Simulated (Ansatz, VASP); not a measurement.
**HfO2 in VASP and in Ansatz**

File POSCAR:

```
HfO2
1.0
   -2.5575000000     -2.5575000000      0.0000000000
    2.5575000000     -2.5575000000      0.0000000000
    0.0000000000      0.0000000000     10.4800000000
Hf O
4 8
Direct
    0.0000000000      0.0000000000      0.9151359733
    0.5000000000      0.5000000000      0.1830271947
    0.0000000000      0.0000000000      0.4270634542
    0.5000000000      0.5000000000      0.6710997137
    0.5000000000      0.0000000000      0.0610090649
    0.0000000000      0.5000000000      0.3050453244
    0.5000000000      0.0000000000      0.5490815840
    0.0000000000      0.5000000000      0.7931178435
    0.5000000000      0.0000000000      0.3050453244
    0.0000000000      0.5000000000      0.5490815840
    0.5000000000      0.0000000000      0.7931178435
    0.0000000000      0.5000000000      0.0610090649
```

File INCAR.step1:

```
SYSTEM = HfO2
PREC     = Accurate       ! precision mode
ENCUT    = 520            ! plane-wave cutoff, eV
ISMEAR   = 0              ! smearing method
SIGMA    = 0.05           ! smearing width, eV
LREAL    = .FALSE.        ! projectors in reciprocal space
LASPH    = .TRUE.         ! aspherical terms in the spheres
NELM     = 100            ! most SCF steps
NBANDS   = 56             ! bands
GGA      = PE             ! functional
ALGO     = Normal         ! electronic algorithm
EDIFF    = 1E-4           ! SCF threshold, eV
LWAVE    = .TRUE.         ! write WAVECAR
LCHARG   = .FALSE.        ! write CHGCAR
```

File INCAR.step2:

```
SYSTEM = HfO2
PREC     = Accurate       ! precision mode
ENCUT    = 520            ! plane-wave cutoff, eV
EDIFF    = 1E-7           ! SCF threshold, eV
ISMEAR   = 0              ! smearing method
SIGMA    = 0.05           ! smearing width, eV
LREAL    = .FALSE.        ! projectors in reciprocal space
LASPH    = .TRUE.         ! aspherical terms in the spheres
NELM     = 100            ! most SCF steps
ALGO     = Normal         ! electronic algorithm
ISIF     = 2              ! what is computed and relaxed
LWAVE    = .FALSE.        ! write WAVECAR
LCHARG   = .FALSE.        ! write CHGCAR
METAGGA  = R2SCAN         ! meta-GGA
LMIXTAU  = .TRUE.       
NBANDS   = 56             ! bands
ISTART   = 1
```

KPOINTS

```
regular mesh
0
G
  6 6 3
  0 0 0
```

Input for Ansatz:

```yaml
crystal:
  lattice:
    - [-2.5575, -2.5575, 0.0]
    - [2.5575, -2.5575, 0.0]
    - [0.0, 0.0, 10.48]
  atoms:
    - { symbol: Hf, position: [0.0, 0.0, 0.9151359733] }
    - { symbol: Hf, position: [0.5, 0.5, 0.1830271947] }
    - { symbol: Hf, position: [0.0, 0.0, 0.4270634542] }
    - { symbol: Hf, position: [0.5, 0.5, 0.6710997137] }
    - { symbol: O, position: [0.5, 0.0, 0.0610090649] }
    - { symbol: O, position: [0.0, 0.5, 0.3050453244] }
    - { symbol: O, position: [0.5, 0.0, 0.549081584] }
    - { symbol: O, position: [0.0, 0.5, 0.7931178435] }
    - { symbol: O, position: [0.5, 0.0, 0.3050453244] }
    - { symbol: O, position: [0.0, 0.5, 0.549081584] }
    - { symbol: O, position: [0.5, 0.0, 0.7931178435] }
    - { symbol: O, position: [0.0, 0.5, 0.0610090649] }
basis:
  ecutwfc: 500
kpoints:
  mp_grid: { grid: [6, 6, 3] }
hamiltonian:
  xc: r2scan
scf:
  occupations: { method: gaussian, width: 0.05 }
output:
  forces: true
  stress: true
  eigenvalues: true
  write_density: true
  write_potential: true
  elf: true
  volumetric_format: npy
```

Alike in both runs: task single point; functional r2SCAN; k mesh 6 × 6 × 3; occupations gaussian, width 0.05 eV; no spin polarisation.

|  | VASP | Ansatz |
| --- | --- | --- |
| version | VASP 6.6.1 | Ansatz 0.2.0 |
| potentials or method | VASP PAW PBE potentials, release 64 (Hf_pv, O), cutoff 520 eV | scalar-relativistic, plane waves, PAW |
| valence electrons in the cell | 88 | 152 |

|  | VASP | Ansatz | Ansatz less VASP |
| --- | --- | --- | --- |
| gap on the k mesh at the Fermi level (eV) | 2.78 | 2.82 | +0.036 |
| least direct gap on the mesh (eV) | 2.78 | 2.82 | +0.036 |
| pressure (GPa) | -16.1 | -12.7 | +3.43 |
| traceless stress, the component that is largest in VASP (GPa) | -7.57 | -7.50 | +0.069 |
| rms of the force components (eV/Å) | 0.773 | 0.789 | +0.0153 |

VASP's potentials were made for PBE, not for r2SCAN. Atom by atom the forces differ by 0.017 eV/Å (rms over components). VASP's potentials hold 88 valence electrons a cell and Ansatz's 152, so a difference there can come from the potentials and not from the codes.

Spin-orbit coupling is off throughout.
